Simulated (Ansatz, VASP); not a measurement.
**Sn3As in VASP and in Ansatz**

```
CELL_PARAMETERS angstrom
4.69461 0.00000 0.00000
0.00000 4.69461 0.00000
0.00000 0.00000 4.69461
ATOMIC_POSITIONS crystal
Sn 0.00000 0.50000 0.50000
Sn 0.50000 0.00000 0.50000
Sn 0.50000 0.50000 0.00000
As 0.00000 0.00000 0.00000
```

Alike in both runs: functional PBE; k mesh 10 × 10 × 10; occupations gaussian, width 0.1 eV; no spin polarisation.

Ansatz relaxed the structure, and its values are those at the end. VASP's run is a single point on that final structure, the one shown.

|  | VASP | Ansatz |
| --- | --- | --- |
| version | VASP 6.6.1 | Ansatz 0.2.0 |
| potentials or method | VASP PAW PBE potentials, release 64 (Sn_d, As), cutoff 520 eV | scalar-relativistic, plane waves, PAW |
| valence electrons in the cell | 47 | 57 |

```csv
,VASP,Ansatz,Ansatz less VASP
gap on the k mesh at the Fermi level (eV),none,none,-
pressure (GPa),0.0,0.0,+0.01
```

A gap of «none» marks a metal or a gap that the smearing closes. With one functional, cell and mesh, what is left measures potentials, basis and numerics. VASP's potentials hold 47 valence electrons a cell and Ansatz's 57, so a difference there can come from the potentials and not from the codes.
